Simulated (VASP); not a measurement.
# AlN (F-43m) in VASP: notebook

Runs on AlN. Level: PBEsol. Tasks: single point.

Program: VASP 6.6.1. These are calculated values, not measurements. Logs are shortened: lines on timing, memory, paths and dates and some standing lists are left out, and cuts for length are marked.

### 1 The cell of the first run

It takes space group F-43m (No. 216, cubic). Conventional cell: a = 4.256 Å, b = 4.256 Å, c = 4.256 Å, α = 90.00°, β = 90.00°, γ = 90.00°. Al (site symmetry -43m) has 4 N at 1.84 Å within 2.4 Å. N (site symmetry -43m) has 4 Al at 1.84 Å within 2.4 Å.

### 2 Single point, PBEsol

Input file INCAR:

```
SYSTEM = AlN
PREC     = Accurate       ! precision mode
ENCUT    = 520            ! plane-wave cutoff, eV
EDIFF    = 1E-6           ! SCF threshold, eV
ISMEAR   = -1             ! smearing method
SIGMA    = 0.05           ! smearing width, eV
LREAL    = .False.        ! projectors in reciprocal space
LASPH    = .True.         ! aspherical terms in the spheres
NELM     = 80             ! most SCF steps
ALGO     = Normal         ! electronic algorithm
ISIF     = 2              ! what is computed and relaxed
LWAVE    = .False.        ! write WAVECAR
LCHARG   = .False.        ! write CHGCAR
GGA      = PS             ! functional
NBANDS   = 11             ! bands
```

Input file KPOINTS:

```
regular mesh
0
Gamma
  10 10 10
  0 0 0
```

Input file POSCAR:

```
AlN
1.0
    0.0000000000      2.1278634302      2.1278634302
    2.1278634302      0.0000000000      2.1278634302
    2.1278634302      2.1278634302      0.0000000000
Al N
1 1
Direct
    0.0000000000      0.0000000000      0.0000000000
    0.2500000000      0.2500000000      0.2500000000
```

Potentials or basis: VASP PAW PBE potentials, release 64 (Al, N).

Run with:

```sh
$ cat potpaw_PBE.64/Al/POTCAR potpaw_PBE.64/N/POTCAR > POTCAR
$ mpirun -np 1 vasp_std > vasp.out
```

OUTCAR:

```text
SYSTEM = AlN
   PREC = Accurate
   ENCUT = 520
   EDIFF = 1E-6
   ISMEAR = -1
   LREAL = .False.
   LASPH = .True.
   NELM = 80
   ISIF = 2
   GGA = PS

 ion  position               nearest neighbor table
   1  0.000  0.000  0.000-   2 1.84   2 1.84   2 1.84   2 1.84
   2  0.250  0.250  0.250-   1 1.84   1 1.84   1 1.84   1 1.84

  LATTYP: Found a face centered cubic cell.
 ALAT       =     4.2557268604

  Lattice vectors:

 A1 = (   0.0000000000,   2.1278634302,   2.1278634302)
 A2 = (   2.1278634302,   0.0000000000,   2.1278634302)
 A3 = (   2.1278634302,   2.1278634302,   0.0000000000)

Analysis of symmetry for initial positions (statically):
=====================================================================
 Subroutine PRICEL returns:
 Original cell was already a primitive cell.

 Routine SETGRP: Setting up the symmetry group for a
 face centered cubic supercell.

 Subroutine GETGRP returns: Found 24 space group operations
 (whereof 24 operations were pure point group operations)
 out of a pool of 48 trial point group operations.

The static configuration has the point symmetry T_d .

Analysis of symmetry for dynamics (positions and initial velocities):
=====================================================================
 Subroutine PRICEL returns:
 Original cell was already a primitive cell.

 Routine SETGRP: Setting up the symmetry group for a
 face centered cubic supercell.

 Subroutine GETGRP returns: Found 24 space group operations
 (whereof 24 operations were pure point group operations)
 out of a pool of 48 trial point group operations.

The dynamic configuration has the point symmetry T_d .

 Subroutine INISYM returns: Found 24 space group operations
 (whereof 24 operations are pure point group operations),
 and found     1 'primitive' translations

----------------------------------------------------------------------------------------

                                     Primitive cell

  volume of cell :      19.2691

  direct lattice vectors                    reciprocal lattice vectors
     0.000000000  2.127863430  2.127863430    -0.234977486  0.234977486  0.234977486
     2.127863430  0.000000000  2.127863430     0.234977486 -0.234977486  0.234977486
     2.127863430  2.127863430  0.000000000     0.234977486  0.234977486 -0.234977486

  length of vectors
     3.009253322  3.009253322  3.009253322     0.406992945  0.406992945  0.406992945

  position of ions in fractional coordinates (direct lattice)
     0.000000000  0.000000000  0.000000000
     0.250000000  0.250000000  0.250000000

  ion indices of the primitive-cell ions
   primitive index   ion index
                 1           1
                 2           2

----------------------------------------------------------------------------------------

 KPOINTS: regular mesh

Automatic generation of k-mesh.
 Grid dimensions read from file:
 generate k-points for:   10   10   10

 Generating k-lattice:

  Cartesian coordinates                     Fractional coordinates (reciprocal lattice)
    -0.023497749  0.023497749  0.023497749     0.100000000  0.000000000  0.000000000
     0.023497749 -0.023497749  0.023497749     0.000000000  0.100000000  0.000000000
     0.023497749  0.023497749 -0.023497749     0.000000000  0.000000000  0.100000000

  Length of vectors
     0.040699294  0.040699294  0.040699294

  Shift w.r.t. Gamma in fractional coordinates (k-lattice)
     0.000000000  0.000000000  0.000000000

 Subroutine IBZKPT returns following result:
 ===========================================

 Found     47 irreducible k-points:

 Following reciprocal coordinates:
            Coordinates               Weight
  0.000000  0.000000  0.000000      1.000000
  0.100000  0.000000  0.000000      8.000000
  0.200000  0.000000  0.000000      8.000000
  0.300000  0.000000  0.000000      8.000000
  0.400000  0.000000  0.000000      8.000000
  0.500000  0.000000  0.000000      4.000000
[... 16 lines left out ...]
  0.300000  0.300000  0.000000      6.000000
  0.400000  0.300000  0.000000     24.000000
 [... further k-points ...]
   k-points           NKPTS =     47   k-points in BZ     NKDIM =     47   number of bands    NBANDS=     11
   number of dos      NEDOS =    301   number of ions     NIONS =      2
   total plane-waves  NPLWV =  13824
   dimension x,y,z NGX =    24 NGY =   24 NGZ =   24
   dimension x,y,z NGXF=    48 NGYF=   48 NGZF=   48
   ions per type =               1   1
   NGX,Y,Z   is equivalent  to a cutoff of  13.26, 13.26, 13.26 a.u.
   NGXF,Y,Z  is equivalent  to a cutoff of  26.52, 26.52, 26.52 a.u.
 SYSTEM =  AlN
   PREC   = accura    normal or accurate (medium, high low for compatibility)
   ISTART =      0    job   : 0-new  1-cont  2-samecut
   ICHARG =      2    charge: 1-file 2-atom 10-const
   ISPIN  =      1    spin polarized calculation?
   LNONCOLLINEAR =      F non collinear calculations
   LSORBIT =      F    spin-orbit coupling
   LASPH  =      T    aspherical Exc in radial PAW
   ENCUT  =  520.0 eV  38.22 Ry    6.18 a.u.   5.60  5.60  5.60*2*pi/ulx,y,z
   NELM   =     80;   NELMIN=  2; NELMDL= -5     # of ELM steps
   EDIFF  = 0.1E-05   stopping-criterion for ELM
   LREAL  =      F    real-space projection
   EDIFFG = 0.1E-04   stopping-criterion for IOM
   NSW    =      0    number of steps for IOM
   IBRION =     -1    ionic relax: 0-MD 1-quasi-New 2-CG
   NFREE  =      0    steps in history (QN), initial steepest desc. (CG)
   ISIF   =      2    stress and relaxation
   ISYM   =      2    0-nonsym 1-usesym 2-fastsym
   POTIM  = 0.5000    time-step for ionic-motion
   TEBEG  =    0.0;   TEEND  =   0.0 temperature during run
   PSTRESS=    0.0 pullay stress
   NELECT =       8.0000    total number of electrons
   NUPDOWN=      -1.0000    fix difference up-down
   EMIN   =  10.00;   EMAX   =-10.00  energy-range for DOS
   EFERMI =   0.00;   METHOD = LEGACY
   ISMEAR =    -1;   SIGMA  =   0.05  broadening in eV -4-tet -1-fermi 0-gaus
   EFERMI_NEDOS =   21; number of points for ismear=-14 and -15
   IALGO  =     38    algorithm
   IMIX   =      4    mixing-type and parameters
     AMIX     =   0.40;   BMIX     =  1.00
     AMIX_MAG =   1.60;   BMIX_MAG =  1.00
  volume/ion in A,a.u.               =       9.63        65.02
  Fermi-wavevector in a.u.,A,eV,Ry     =   1.221287  2.307898 20.293661  1.491542
  Thomas-Fermi vector in A             =   2.356475
   LORBIT       =      0    0 simple, 1 ext, 2 COOP (PROOUT), +10 PAW based schemes
   GGA     = PS    functional components
   LHFCALC =     F    Hartree Fock is set to
   AEXX    =    0.0000 exact exchange contribution
   IVDW    =     0    specifies the selected vdW correction
   LEPSILON=     F    determine dielectric tensor
   LRPA    =     F    only Hartree local field effects (RPA)
 non-spin polarized calculation
  energy-cutoff  :      520.00
  volume of cell :       19.27
 maximum number of plane-waves:       534
 NGX is ok and might be reduce to    24
   NGX = 11   NGY = 11   NGZ = 11

 number of electron       7.9999999 magnetization

 Free energy of the ion-electron system (eV)
  ---------------------------------------------------
  ext. energy  EPLUGINS =         0.00000000
  ---------------------------------------------------
  free energy    TOTEN  =       -15.51040271 eV

  energy without entropy =      -15.51040271  energy(sigma->0) =      -15.51040271

 E-fermi :   7.6726     XC(G=0): -11.4756

 val. band max:        6.6396858599   @ k =   0.0000   0.0000   0.0000
 cond. band min:       9.8586592698   @ k =   0.5000   0.5000   0.0000
 fundamental gap:      3.2189734100
 Fermi energy:         7.6726017963

 k-point     1 :       0.0000    0.0000    0.0000
  band No.  band energies     occupation
      1      -8.7881      2.00000
      2       6.6397      2.00000
      3       6.6397      2.00000
      4       6.6397      2.00000
      5      11.4792      0.00000
      6      19.8942      0.00000
      7      19.8942      0.00000
      8      19.8942      0.00000
      9      24.8586      0.00000
     10      24.8586      0.00000
     11      26.3741      0.00000

 k-point     2 :       0.1000    0.0000    0.0000
  band No.  band energies     occupation
      1      -8.6261      2.00000
      2       5.8166      2.00000
      3       6.5872      2.00000
      4       6.5872      2.00000
      5      12.1223      0.00000
      6      19.4977      0.00000
      7      20.0375      0.00000
      8      20.0375      0.00000
      9      23.5251      0.00000
     10      23.5251      0.00000
     11      25.5313      0.00000

 k-point     3 :       0.2000    0.0000    0.0000
  band No.  band energies     occupation
      1      -8.1627      2.00000
      2       4.1337      2.00000
      3       6.4562      2.00000
      4       6.4562      2.00000
      5      13.2361      0.00000
      6      18.6626      0.00000
      7      19.8841      0.00000
      8      19.8841      0.00000
      9      23.0361      0.00000
     10      23.0361      0.00000
     11      24.6925      0.00000

 k-point     4 :       0.3000    0.0000    0.0000
  band No.  band energies     occupation
      1      -7.4814      2.00000
      2       2.3669      2.00000
      3       6.3059      2.00000
      4       6.3059      2.00000
      5      14.0679      0.00000
      6      17.8304      0.00000
      7      19.0762      0.00000
      8      19.0762      0.00000
      9      24.2629      0.00000
     10      24.2629      0.00000
     11      24.6210      0.00000
[... 239 lines left out ...]
 k-point    22 :      -0.2000    0.2000    0.0000
  band No.  band energies     occupation
      1      -7.2580      2.00000
      2       2.7053      2.00000
      3       4.8447      2.00000
      4       6.3897      2.00000
      5      14.7076      0.00000
      6      17.0790      0.00000
      7      18.7254      0.00000
      8      19.5955      0.00000
      9      22.2031      0.00000
     10      25.9739      0.00000
     11      28.7964      0.00000

 k-point    23 :       0.3000    0.3000    0.0000
  band No.  band energies     occupation
      1      -7.0602      2.00000
      2       2.9948      2.00000
      3       5.3312      2.00000
      4       5.3313      2.00000
      5      12.1041      0.00000
      6      16.7244      0.00000
      7      19.3574      0.00000
      8      21.9512      0.00000
      9      21.9512      0.00000
     10      27.7042      0.00000
     11      31.6453      0.00000

 k-point    24 :       0.4000    0.3000    0.0000
  band No.  band energies     occupation
      1      -6.5292      2.00000
      2       2.2944      2.00000
      3       4.8374      2.00000
      4       5.1604      2.00000
      5      11.6057      0.00000
      6      16.5505      0.00000
      7      19.8094      0.00000
      8      21.9961      0.00000
      9      22.5722      0.00000
     10      28.7498      0.00000
     11      31.4325      0.00000

 [... further k-points ...]

------------------------ aborting loop because EDIFF is reached ----------------------------------------

  FORCE on cell =-STRESS in cart. coord.  units (eV):
  Direction    XX          YY          ZZ          XY          YZ          ZX
  --------------------------------------------------------------------------------------
  -------------------------------------------------------------------------------------
  Total        2.4238606      2.4238606      2.4238606      0.0000000      0.0000000     -0.0000000
  in kB      201.5380128    201.5380128    201.5380128      0.0000000      0.0000000     -0.0000000
  external PRESSURE =     201.5380128 kB  Pullay stress =       0.0000000 kB

 VOLUME and BASIS-vectors are now :
 -----------------------------------------------------------------------------
  energy-cutoff  :      520.00
  volume of cell :       19.27
      direct lattice vectors                 reciprocal lattice vectors
     0.000000000  2.127863430  2.127863430    -0.234977486  0.234977486  0.234977486
     2.127863430  0.000000000  2.127863430     0.234977486 -0.234977486  0.234977486
     2.127863430  2.127863430  0.000000000     0.234977486  0.234977486 -0.234977486

 POSITION                                       TOTAL-FORCE (eV/Angst)
 -----------------------------------------------------------------------------------
      0.00000      0.00000      0.00000         0.000000      0.000000      0.000000
      1.06393      1.06393      1.06393        -0.000000     -0.000000     -0.000000
 -----------------------------------------------------------------------------------
    total drift:                                0.000000      0.000000      0.000000

  FREE ENERGIE OF THE ION-ELECTRON SYSTEM (eV)
  ---------------------------------------------------
  free  energy   TOTEN  =       -15.5104027051 eV

  energy  without entropy=      -15.5104027051  energy(sigma->0) =      -15.51040271
```

It took 4.4 s on 1 thread of Intel Xeon Platinum 8559C (Emerald Rapids), shared host; peak memory 0.13 GiB.

What came out:

```yaml
Free_energy: -15.5104 eV
Pressure: 20.2 GPa
Band_gap_on_the_k_mesh: 3.22 eV, indirect (least direct gap 4.84 eV)
```

Caveat: the PAW data sets were made with another functional, which shifts forces and pressure a little.

### 3 Single point, PBEsol

This run uses another cell than the first one, of 9.31 Å³/atom, 0.966 times its volume.

Input file INCAR:

```
SYSTEM = AlN
PREC = Accurate
ENCUT = 520
EDIFF = 1E-6
ISMEAR = -1
SIGMA = 0.05
LREAL = .FALSE.
LASPH = .TRUE.
NELM = 100
ALGO = Normal
ISIF = 2
LWAVE = .FALSE.
LCHARG = .TRUE.
GGA = PS
LELF = .TRUE.
LVHAR = .TRUE.
NBANDS = 11
```

Input file KPOINTS:

```
Automatic mesh
0
G
  10 10 10
  0 0 0
```

Input file POSCAR:

```
AlN
1.0
    0.0000000000      2.1036737311      2.1036737311
    2.1036737311      0.0000000000      2.1036737311
    2.1036737311      2.1036737311      0.0000000000
Al N
1 1
Direct
    0.0000000000      0.0000000000      0.0000000000
    0.2500000000      0.2500000000      0.2500000000
```

Potentials or basis: VASP PAW PBE potentials, release 64 (Al, N).

Run with:

```sh
$ cat potpaw_PBE.64/Al/POTCAR potpaw_PBE.64/N/POTCAR > POTCAR
$ mpirun -np 1 vasp_std > vasp.out
```

Run time: 4.6 s. Hardware: 1 thread of Intel Xeon Platinum 8559C (Emerald Rapids), shared host; peak memory 0.13 GiB.

It converged, with:

```yaml
Free_energy: -15.4083 eV
Pressure: 30.3 GPa
Band_gap_on_the_k_mesh: 3.23 eV, indirect (least direct gap 5.13 eV)
```

Levels at points of the mesh, in eV from the valence-band top:
```
           k point  band 2  band 3  band 4  band 5  band 6  band 7
(0.00, 0.00, 0.00)    0.00    0.00    0.00    5.16   13.61   13.61
(0.50, 0.00, 0.00)   -6.41   -0.49   -0.49    8.32   10.54   11.75
(0.50, 0.50, 0.00)   -5.31   -1.90   -1.90    3.23    9.16   15.50
```

Caveat: the PAW data sets were made with another functional, which shifts forces and pressure a little. Expect the measured gap to be larger: semilocal functionals such as PBEsol lack the derivative discontinuity.

### 4 Single point, PBEsol

This run uses another cell than the first one, of 10.48 Å³/atom, 1.088 times its volume.

Input file INCAR:

```
SYSTEM = AlN
ALGO     = Normal         ! electronic algorithm
EDIFF    = 1E-6           ! SCF threshold, eV
ENCUT    = 520            ! plane-wave cutoff, eV
GGA      = PS             ! functional
ISIF     = 2              ! what is computed and relaxed
ISMEAR   = -1             ! smearing method
LASPH    = .TRUE.         ! aspherical terms in the spheres
LCHARG   = .FALSE.        ! write CHGCAR
LREAL    = .FALSE.        ! projectors in reciprocal space
LWAVE    = .FALSE.        ! write WAVECAR
NBANDS   = 11             ! bands
NELM     = 80             ! most SCF steps
PREC     = Accurate       ! precision mode
SIGMA    = 0.05           ! smearing width, eV
```

Input file KPOINTS:

```
k-points
0
G
  10 10 10
  0 0 0
```

Input file POSCAR:

```
AlN
1.0
    0.0000000000      2.1886810858      2.1886810858
    2.1886810858      0.0000000000      2.1886810858
    2.1886810858      2.1886810858      0.0000000000
Al N
1 1
Direct
    0.0000000000      0.0000000000      0.0000000000
    0.2500000000      0.2500000000      0.2500000000
```

Run with:

```sh
$ cat potpaw_PBE.64/Al/POTCAR potpaw_PBE.64/N/POTCAR > POTCAR
$ mpirun -np 1 vasp_std > vasp.out
```

Wall time 5.5 s (1 thread of Intel Xeon Platinum 8559C (Emerald Rapids), shared host); peak memory 0.13 GiB.

It converged, with:

| Item | Value |
| --- | --- |
| Free energy | -15.6114 eV |
| Pressure | 0.0 GPa |
| Band gap on the k mesh | 3.18 eV, indirect (least direct gap 4.08 eV) |

Levels at points of the mesh, in eV from the valence-band top:
```tsv
k point	band 1	band 2	band 3	band 4	band 5	band 6	band 7	band 8
(0.00, 0.00, 0.00)	-14.92	0.00	0.00	0.00	4.08	12.41	12.41	12.41
(0.50, 0.00, 0.00)	-12.86	-5.89	-0.48	-0.48	7.23	9.72	11.00	11.00
(0.50, 0.50, 0.00)	-12.22	-4.93	-1.78	-1.78	3.18	8.44	13.79	15.55
```

Caveat: the PAW data sets were made with another functional, which shifts forces and pressure a little. A k mesh can miss the band edges.

(Part 1 of 2 ends here.)
